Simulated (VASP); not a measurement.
# TiC (Fm-3m) in VASP: a series of runs

TiC is run at these levels: r2SCAN; tasks: relaxation of the atoms.

Program: VASP 6.6.1. These are calculated values, not measurements. Logs are shortened: lines on timing, memory, paths and dates and some standing lists are left out, and cuts for length are marked.

## Step 1: The cell of the first run

It takes space group Fm-3m (No. 225, cubic). Conventional cell: a = 4.299 Å, b = 4.299 Å, c = 4.299 Å, α = 90.00°, β = 90.00°, γ = 90.00°. Within 2.8 Å of Ti (site symmetry m-3m) lie 6 C at 2.15 Å. C (site symmetry m-3m) has 6 Ti at 2.15 Å within 2.8 Å.

## Step 2: Relaxation of the atoms, r2SCAN

Input file POSCAR:

```
TiC
1.0
    0.0000000000      2.1497313100      2.1497313100
    2.1497313100      0.0000000000      2.1497313100
    2.1497313100      2.1497313100      0.0000000000
Ti C
1 1
Direct
    0.0000000000      0.0000000000      0.0000000000
    0.5000000000      0.5000000000      0.5000000000
```

Input file INCAR.step1:

```
SYSTEM = TiC
PREC     = Accurate       ! precision mode
ENCUT    = 520            ! plane-wave cutoff, eV
ISMEAR   = -1             ! smearing method
SIGMA    = 0.1            ! smearing width, eV
LREAL    = .FALSE.        ! projectors in reciprocal space
LASPH    = .TRUE.         ! aspherical terms in the spheres
NELM     = 60             ! most SCF steps
GGA      = PE             ! functional
ALGO     = Normal         ! electronic algorithm
EDIFF    = 1E-4           ! SCF threshold, eV
LWAVE    = .TRUE.         ! write WAVECAR
LCHARG   = .FALSE.        ! write CHGCAR
```

Input file INCAR.step2:

```
SYSTEM = TiC
PREC     = Accurate       ! precision mode
ENCUT    = 520            ! plane-wave cutoff, eV
EDIFF    = 1E-6           ! SCF threshold, eV
ISMEAR   = -1             ! smearing method
SIGMA    = 0.1            ! smearing width, eV
LREAL    = .FALSE.        ! projectors in reciprocal space
LASPH    = .TRUE.         ! aspherical terms in the spheres
NELM     = 60             ! most SCF steps
ALGO     = Normal         ! electronic algorithm
ISIF     = 2              ! what is computed and relaxed
LWAVE    = .FALSE.        ! write WAVECAR
LCHARG   = .FALSE.        ! write CHGCAR
METAGGA  = R2SCAN         ! meta-GGA
LMIXTAU  = .TRUE.       
IBRION   = 2              ! ionic algorithm
NSW      = 50             ! ionic steps
EDIFFG   = -0.01          ! ionic threshold
ISTART   = 1
```

Input file KPOINTS:

```
Automatic mesh
0
G
  13 13 13
  0 0 0
```

Potentials or basis: VASP PAW PBE potentials, release 64 (Ti_sv, C).

Started as:

```sh
$ cat potpaw_PBE.64/Ti_sv/POTCAR potpaw_PBE.64/C/POTCAR > POTCAR
$ cp INCAR.step1 INCAR
$ mpirun -np 1 vasp_std > vasp.out
$ cp INCAR.step2 INCAR
$ mpirun -np 1 vasp_std > vasp.out
```

OUTCAR:

```text
SYSTEM = TiC
   PREC = Accurate
   ENCUT = 520
   EDIFF = 1E-6
   ISMEAR = -1
   LREAL = .FALSE.
   LASPH = .TRUE.
   NELM = 60
   ISIF = 2
   METAGGA = R2SCAN
   IBRION = 2
   NSW = 50
   EDIFFG = -0.01
   ISTART = 1

 ion  position               nearest neighbor table
   1  0.000  0.000  0.000-   2 2.15   2 2.15   2 2.15   2 2.15   2 2.15   2 2.15
   2  0.500  0.500  0.500-   1 2.15   1 2.15   1 2.15   1 2.15   1 2.15   1 2.15

  LATTYP: Found a face centered cubic cell.
 ALAT       =     4.2994626200

  Lattice vectors:

 A1 = (   0.0000000000,   2.1497313100,   2.1497313100)
 A2 = (   2.1497313100,   0.0000000000,   2.1497313100)
 A3 = (   2.1497313100,   2.1497313100,   0.0000000000)

Analysis of symmetry for initial positions (statically):
=====================================================================
 Subroutine PRICEL returns:
 Original cell was already a primitive cell.

 Routine SETGRP: Setting up the symmetry group for a
 face centered cubic supercell.

 Subroutine GETGRP returns: Found 48 space group operations
 (whereof 48 operations were pure point group operations)
 out of a pool of 48 trial point group operations.

The static configuration has the point symmetry O_h .

Analysis of symmetry for dynamics (positions and initial velocities):
=====================================================================
 Subroutine PRICEL returns:
 Original cell was already a primitive cell.

 Routine SETGRP: Setting up the symmetry group for a
 face centered cubic supercell.

 Subroutine GETGRP returns: Found 48 space group operations
 (whereof 48 operations were pure point group operations)
 out of a pool of 48 trial point group operations.

The dynamic configuration has the point symmetry O_h .

 Subroutine INISYM returns: Found 48 space group operations
 (whereof 48 operations are pure point group operations),
 and found     1 'primitive' translations

----------------------------------------------------------------------------------------

                                     Primitive cell

  volume of cell :      19.8693

  direct lattice vectors                    reciprocal lattice vectors
     0.000000000  2.149731310  2.149731310    -0.232587206  0.232587206  0.232587206
     2.149731310  0.000000000  2.149731310     0.232587206 -0.232587206  0.232587206
     2.149731310  2.149731310  0.000000000     0.232587206  0.232587206 -0.232587206

  length of vectors
     3.040179174  3.040179174  3.040179174     0.402852859  0.402852859  0.402852859

  position of ions in fractional coordinates (direct lattice)
     0.000000000  0.000000000  0.000000000
     0.500000000  0.500000000  0.500000000

  ion indices of the primitive-cell ions
   primitive index   ion index
                 1           1
                 2           2

----------------------------------------------------------------------------------------

 KPOINTS: Automatic mesh

Automatic generation of k-mesh.
 Grid dimensions read from file:
 generate k-points for:   13   13   13

 Generating k-lattice:

  Cartesian coordinates                     Fractional coordinates (reciprocal lattice)
    -0.017891324  0.017891324  0.017891324     0.076923077  0.000000000  0.000000000
     0.017891324 -0.017891324  0.017891324     0.000000000  0.076923077  0.000000000
     0.017891324  0.017891324 -0.017891324     0.000000000  0.000000000  0.076923077

  Length of vectors
     0.030988681  0.030988681  0.030988681

  Shift w.r.t. Gamma in fractional coordinates (k-lattice)
     0.000000000  0.000000000  0.000000000

 Subroutine IBZKPT returns following result:
 ===========================================

 Found     84 irreducible k-points:

 Following reciprocal coordinates:
            Coordinates               Weight
  0.000000  0.000000  0.000000      1.000000
  0.076923  0.000000  0.000000      8.000000
  0.153846  0.000000  0.000000      8.000000
  0.230769  0.000000  0.000000      8.000000
  0.307692  0.000000  0.000000      8.000000
  0.384615  0.000000  0.000000      8.000000
[... 16 lines left out ...]
  0.384615  0.153846  0.000000     24.000000
  0.461538  0.153846  0.000000     24.000000
 [... further k-points ...]
   k-points           NKPTS =     84   k-points in BZ     NKDIM =     84   number of bands    NBANDS=     12
   number of dos      NEDOS =    301   number of ions     NIONS =      2
   total plane-waves  NPLWV =  13824
   dimension x,y,z NGX =    24 NGY =   24 NGZ =   24
   dimension x,y,z NGXF=    48 NGYF=   48 NGZF=   48
   ions per type =               1   1
   NGX,Y,Z   is equivalent  to a cutoff of  13.12, 13.12, 13.12 a.u.
   NGXF,Y,Z  is equivalent  to a cutoff of  26.25, 26.25, 26.25 a.u.
 SYSTEM =  TiC
   PREC   = accura    normal or accurate (medium, high low for compatibility)
   ISTART =      1    job   : 0-new  1-cont  2-samecut
   ICHARG =      0    charge: 1-file 2-atom 10-const
   ISPIN  =      1    spin polarized calculation?
   LNONCOLLINEAR =      F non collinear calculations
   LSORBIT =      F    spin-orbit coupling
   LASPH  =      T    aspherical Exc in radial PAW
   ENCUT  =  520.0 eV  38.22 Ry    6.18 a.u.   5.65  5.65  5.65*2*pi/ulx,y,z
   NELM   =     60;   NELMIN=  2; NELMDL=  0     # of ELM steps
   EDIFF  = 0.1E-05   stopping-criterion for ELM
   LREAL  =      F    real-space projection
   EDIFFG = -.1E-01   stopping-criterion for IOM
   NSW    =     50    number of steps for IOM
   IBRION =      2    ionic relax: 0-MD 1-quasi-New 2-CG
   NFREE  =      1    steps in history (QN), initial steepest desc. (CG)
   ISIF   =      2    stress and relaxation
   ISYM   =      2    0-nonsym 1-usesym 2-fastsym
   POTIM  = 0.5000    time-step for ionic-motion
   TEBEG  =    0.0;   TEEND  =   0.0 temperature during run
   PSTRESS=    0.0 pullay stress
   NELECT =      16.0000    total number of electrons
   NUPDOWN=      -1.0000    fix difference up-down
   EMIN   =  10.00;   EMAX   =-10.00  energy-range for DOS
   EFERMI =   0.00;   METHOD = LEGACY
   ISMEAR =    -1;   SIGMA  =   0.10  broadening in eV -4-tet -1-fermi 0-gaus
   EFERMI_NEDOS =   21; number of points for ismear=-14 and -15
   IALGO  =     38    algorithm
   IMIX   =      4    mixing-type and parameters
     AMIX     =   0.40;   BMIX     =  1.00
     AMIX_MAG =   1.60;   BMIX_MAG =  1.00
  volume/ion in A,a.u.               =       9.93        67.04
  Fermi-wavevector in a.u.,A,eV,Ry     =   1.523073  2.878190 31.562123  2.319751
  Thomas-Fermi vector in A             =   2.631566
   LORBIT       =      0    0 simple, 1 ext, 2 COOP (PROOUT), +10 PAW based schemes
   METAGGA = R2SCAN    functional components
   LHFCALC =     F    Hartree Fock is set to
   AEXX    =    0.0000 exact exchange contribution
   IVDW    =     0    specifies the selected vdW correction
   LEPSILON=     F    determine dielectric tensor
   LRPA    =     F    only Hartree local field effects (RPA)
 conjugate gradient relaxation of ions
 non-spin polarized calculation
  energy-cutoff  :      520.00
  volume of cell :       19.87
 maximum number of plane-waves:       548
   NGX = 11   NGY = 11   NGZ = 11

 number of electron      16.0000003 magnetization

 Free energy of the ion-electron system (eV)
  ---------------------------------------------------
  ext. energy  EPLUGINS =         0.00000000
  ---------------------------------------------------
  free energy    TOTEN  =       -24.86403958 eV

  energy without entropy =      -24.85596638  energy(sigma->0) =      -24.86000298

 E-fermi :   9.7544     XC(G=0): -13.7184

 val. band max:        9.6005575570   @ k =   0.4615   0.4615   0.0000
 cond. band min:       9.8168664820   @ k =   0.3846   0.3077   0.0000
 fundamental gap:      0.2163089250
 Fermi energy:         9.7543801300

 k-point     1 :       0.0000    0.0000    0.0000
  band No.  band energies     occupation
      1     -49.1543      2.00000
      2     -24.1207      2.00000
      3     -24.1206      2.00000
      4     -24.1206      2.00000
      5      -3.5589      2.00000
      6      10.6282      0.00032
      7      10.6282      0.00032
      8      10.6283      0.00032
      9      11.4473      0.00000
     10      11.4473      0.00000
     11      11.4473      0.00000
     12      11.5213      0.00000

 k-point     2 :       0.0769    0.0000    0.0000
  band No.  band energies     occupation
      1     -49.1495      2.00000
      2     -24.1539      2.00000
      3     -24.1236      2.00000
      4     -24.1236      2.00000
      5      -3.4179      2.00000
      6       9.8770      0.45357
      7      10.0773      0.07616
      8      10.0773      0.07615
      9      10.8904      0.00002
     10      10.8904      0.00002
     11      11.8783      0.00000
     12      12.8400      0.00000

 k-point     3 :       0.1538    0.0000    0.0000
  band No.  band energies     occupation
      1     -49.1364      2.00000
      2     -24.2453      2.00000
      3     -24.1317      2.00000
      4     -24.1316      2.00000
      5      -3.0085      2.00000
      6       8.5972      1.99998
      7       8.9842      1.99910
      8       8.9842      1.99910
      9      11.1624      0.00000
     10      11.1624      0.00000
     11      12.3444      0.00000
     12      14.2640      0.00000

 k-point     4 :       0.2308    0.0000    0.0000
  band No.  band energies     occupation
      1     -49.1178      2.00000
      2     -24.3720      2.00000
      3     -24.1431      2.00000
      4     -24.1430      2.00000
      5      -2.3707      2.00000
      6       7.1836      2.00000
      7       8.0488      2.00000
      8       8.0488      2.00000
      9      11.6166      0.00000
     10      11.6166      0.00000
     11      12.7532      0.00000
     12      15.6506      0.00000

 k-point     5 :       0.3077    0.0000    0.0000
  band No.  band energies     occupation
      1     -49.0980      2.00000
      2     -24.5040      2.00000
      3     -24.1551      2.00000
      4     -24.1550      2.00000
      5      -1.5698      2.00000
      6       5.7883      2.00000
      7       7.3236      2.00000
      8       7.3236      2.00000
      9      12.1514      0.00000
     10      12.1514      0.00000
     11      13.2135      0.00000
     12      16.8931      0.00000
[... 228 lines left out ...]
      1     -49.1165      2.00000
      2     -24.3152      2.00000
      3     -24.1793      2.00000
      4     -24.1730      2.00000
      5      -2.4479      2.00000
      6       6.7947      2.00000
      7       8.7852      1.99988
      8       9.1162      1.99662
      9      10.2660      0.01193
     10      11.9445      0.00000
     11      13.3683      0.00000
     12      13.7845      0.00000

 k-point    22 :       0.3077    0.1538    0.0000
  band No.  band energies     occupation
      1     -49.0989      2.00000
      2     -24.4238      2.00000
      3     -24.1947      2.00000
      4     -24.1873      2.00000
      5      -1.8580      2.00000
      6       6.0260      2.00000
      7       7.8053      2.00000
      8       8.3805      2.00000
      9      10.7671      0.00008
     10      12.3947      0.00000
     11      13.5997      0.00000
     12      14.7564      0.00000

 k-point    23 :       0.3846    0.1538    0.0000
  band No.  band energies     occupation
      1     -49.0817      2.00000
      2     -24.5275      2.00000
      3     -24.2082      2.00000
      4     -24.2036      2.00000
      5      -1.1773      2.00000
      6       5.2678      2.00000
      7       7.0345      2.00000
      8       7.6948      2.00000
      9      11.3544      0.00000
     10      12.8475      0.00000
     11      13.8310      0.00000
     12      15.7548      0.00000

 k-point    24 :       0.4615    0.1538    0.0000
  band No.  band energies     occupation
      1     -49.0688      2.00000
      2     -24.6024      2.00000
      3     -24.2315      2.00000
      4     -24.2040      2.00000
      5      -0.5372      2.00000
      6       4.5538      2.00000
      7       6.6098      2.00000
      8       7.1696      2.00000
      9      11.9948      0.00000
     10      13.0919      0.00000
     11      14.0130      0.00000
     12      16.7334      0.00000

 [... further k-points ...]

------------------------ aborting loop because EDIFF is reached ----------------------------------------

  FORCE on cell =-STRESS in cart. coord.  units (eV):
  Direction    XX          YY          ZZ          XY          YZ          ZX
  --------------------------------------------------------------------------------------
  -------------------------------------------------------------------------------------
  Total        0.7910373      0.7910373      0.7910373     -0.0000000      0.0000000     -0.0000000
  in kB       63.7859462     63.7859462     63.7859462     -0.0000000      0.0000000     -0.0000000
  external PRESSURE =      63.7859462 kB  Pullay stress =       0.0000000 kB

 VOLUME and BASIS-vectors are now :
 -----------------------------------------------------------------------------
  energy-cutoff  :      520.00
  volume of cell :       19.87
      direct lattice vectors                 reciprocal lattice vectors
     0.000000000  2.149731310  2.149731310    -0.232587206  0.232587206  0.232587206
     2.149731310  0.000000000  2.149731310     0.232587206 -0.232587206  0.232587206
     2.149731310  2.149731310  0.000000000     0.232587206  0.232587206 -0.232587206

 POSITION                                       TOTAL-FORCE (eV/Angst)
 -----------------------------------------------------------------------------------
      0.00000      0.00000      0.00000         0.000000      0.000000      0.000000
      2.14973      2.14973      2.14973        -0.000000     -0.000000     -0.000000
 -----------------------------------------------------------------------------------
    total drift:                                0.000000     -0.000000     -0.000000

  FREE ENERGIE OF THE ION-ELECTRON SYSTEM (eV)
  ---------------------------------------------------
  free  energy   TOTEN  =       -24.8640395806 eV

  energy  without entropy=      -24.8559663816  energy(sigma->0) =      -24.86000298

 reached required accuracy - stopping structural energy minimisation
```

Wall time 40 s (1 thread of Intel Xeon 6975P-C (Granite Rapids), shared host); peak memory 0.15 GiB.

Results:

```yaml
Free_energy: -24.8640 eV
Pressure_after_relaxing: 6.4 GPa
Band_gap_on_the_k_mesh: zero (bands 8 and 9 overlap by 1.33 eV)
```

Final structure:
```
Ti C
1.0
     0.00000    2.14973    2.14973
     2.14973    0.00000    2.14973
     2.14973    2.14973    0.00000
Ti C
1 1
Direct
  0.00000 0.00000 0.00000
  0.50000 0.50000 0.50000
```

Levels at points of the mesh, in eV from the Fermi level:
```csv
k point,band 5,band 6,band 7,band 8,band 9,band 10,band 11,band 12
"(0.00, 0.00, 0.00)",-13.31,0.87,0.87,0.87,1.69,1.69,1.69,1.77
```

Caveat: the relaxation stopped at its first step, so nothing moved; the PAW data sets were made with another functional, which shifts forces and pressure a little.

(Part 1 of 2 ends here.)
